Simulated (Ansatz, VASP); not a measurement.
One calculation of NaScTe2, two programs

```
Na Sc Te
1.0
     2.68477   -2.90418    0.00000
     2.68477    2.90418    0.00000
     0.00000    0.00000    9.50454
Na Sc Te
1 1 2
Direct
  0.00000 0.00000 0.00000
  0.50000 0.50000 0.00000
  0.50000 0.50000 0.23220
  0.50000 0.50000 0.76780
```

Alike in both runs: task relaxation of cell and atoms; functional PBE; k mesh 4 × 4 × 2; occupations gaussian, width 0.1 eV; no spin polarisation.

|  | VASP | Ansatz |
| --- | --- | --- |
| version | VASP 6.6.1 | Ansatz 0.2.0 |
| potentials or method | VASP PAW PBE potentials, release 64 (Na_pv, Sc_sv, Te), cutoff 600 eV | scalar-relativistic, plane waves, PAW |
| valence electrons in the cell | 30 | 52 |

VASP gave:

```
gap on the k mesh at the Fermi level, each at its own relaxed structure (eV) : none
relaxed volume (Å³/atom)                                                     : 56.12
relaxed cell length with the largest relative difference (Å)                 : 10.427
```

What did Ansatz give for the same quantities?

gap on the k mesh at the Fermi level, each at its own relaxed structure (eV): none; relaxed volume (Å³/atom): 54.54; relaxed cell length with the largest relative difference (Å): 10.053.

A gap of «none» marks a metal or a gap that the smearing closes. VASP's potentials hold 30 valence electrons a cell and Ansatz's 52, so a difference there can come from the potentials and not from the codes.

The k mesh is coarse, so the values compare programs but aren't converged. Neither program's run includes spin-orbit coupling. Noted on VASP's run: the volume moved by over 15 % at a fixed basis, so the end points are rough.
